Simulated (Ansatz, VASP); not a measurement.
# PtPb: VASP beside Ansatz

The input INCAR:

```
SYSTEM = PtPb
ALGO = Normal ; EDIFF = 1E-6
ENCUT = 520 ; ISIF = 2
ISMEAR = -1 ; LASPH = .True.
LCHARG = .False. ; LREAL = .False.
LWAVE = .False. ; NBANDS = 32
NELM = 60 ; PREC = Accurate
SIGMA = 0.05
```

The input KPOINTS:

```
k-points
0
Gamma
  10 10 7
  0 0 0
```

File POSCAR:

```
PtPb
1.0
    4.2500008807      0.0000000000      0.0000000000
   -2.1250004404      3.6806087288      0.0000000000
    0.0000000000      0.0000000000      5.5105600000
Pt Pb
2 2
Direct
    0.3333333333      0.6666666667      0.2500000000
    0.6666666667      0.3333333333      0.7500000000
    0.0000000000      0.0000000000      0.0000000000
    0.0000000000      0.0000000000      0.5000000000
```

Input for Ansatz:

```yaml
crystal:
  lattice:
    - [4.2500008807, 0.0, 0.0]
    - [-2.1250004404, 3.6806087288, 0.0]
    - [0.0, 0.0, 5.51056]
  atoms:
    - { symbol: Pt, position: [0.3333333333, 0.6666666667, 0.25] }
    - { symbol: Pt, position: [0.6666666667, 0.3333333333, 0.75] }
    - { symbol: Pb, position: [0.0, 0.0, 0.0] }
    - { symbol: Pb, position: [0.0, 0.0, 0.5] }
kpoints:
  mp_grid: { grid: [10, 10, 7] }
  band_path:
    path:
      - [0.0, 0.0, 0.0]
      - [0.5, 0.0, 0.0]
      - [0.3333333333, 0.3333333333, 0.0]
      - [0.0, 0.0, 0.0]
      - [0.0, 0.0, 0.5]
      - [0.5, 0.0, 0.5]
      - [0.3333333333, 0.3333333333, 0.5]
      - [0.0, 0.0, 0.5]
      - [0.5, 0.0, 0.5]
    npoints: 5
scf:
  occupations: { method: fermi_dirac, width: 0.05 }
hamiltonian:
  xc: lda
  pseudopotentials: { kind: all_electron, lapw: { basis_error: 0.0005 } }
output:
  forces: true
  stress: true
  eigenvalues: true
```

Change from the starting cell: zz strain of +1 %.

Alike in both runs: task single point; functional LDA; k mesh 10 × 10 × 7; occupations fermi-dirac, width 0.05 eV; no spin polarisation.

|  | VASP | Ansatz |
| --- | --- | --- |
| version | VASP 6.6.1 | Ansatz 0.2.0 |
| potentials or method | VASP PAW LDA potentials, release 64 (Pt, Pb_d), cutoff 520 eV | all-electron LAPW, scalar-relativistic |

Ansatz gave:

```
pressure (GPa)                                                : 5.0
traceless stress, the component that is largest in VASP (GPa) : 16.42
```

Problem. What did VASP give for the same quantities?

Solution. Pressure (GPa): 5.3; traceless stress, the component that is largest in VASP (GPa): 16.41.

LDA's correlation is that of Perdew and Zunger in VASP and of Perdew and Wang (1992) in Ansatz. Ansatz ran all-electron here, and VASP with PAW potentials.

Spin-orbit coupling is off throughout.
